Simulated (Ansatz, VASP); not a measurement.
**One calculation of GaP, two programs**

```xyz
2
Lattice="0.0000 2.6957 2.6957 2.6957 0.0000 2.6957 2.6957 2.6957 0.0000" Properties=species:S:1:pos:R:3 pbc="T T T"
Ga    0.0000    0.0000    0.0000
P     4.0435    4.0435    4.0435
```

Alike in both runs: functional LDA; k mesh 8 × 8 × 8; occupations gaussian, width 0.02 eV; no spin polarisation.

Ansatz relaxed the structure, and its values are those at the end. VASP's run is a single point on that final structure, the one shown.

|  | VASP | Ansatz |
| --- | --- | --- |
| version | VASP 6.6.1 | Ansatz 0.2.0 |
| potentials or method | VASP PAW LDA potentials, release 64 (Ga_d, P), cutoff 520 eV | scalar-relativistic, plane waves, PAW |
| valence electrons in the cell | 18 | 18 |

Ansatz gave:

| Property | Result |
| --- | --- |
| gap on the k mesh at the Fermi level (eV) | 1.43 |
| least direct gap on the mesh (eV) | 1.88 |
| pressure (GPa) | 0.0 |

What did VASP give for the same quantities?

gap on the k mesh at the Fermi level (eV): 1.43; least direct gap on the mesh (eV): 1.91; pressure (GPa): 0.1.

LDA's correlation is that of Perdew and Zunger in VASP and of Perdew and Wang (1992) in Ansatz.
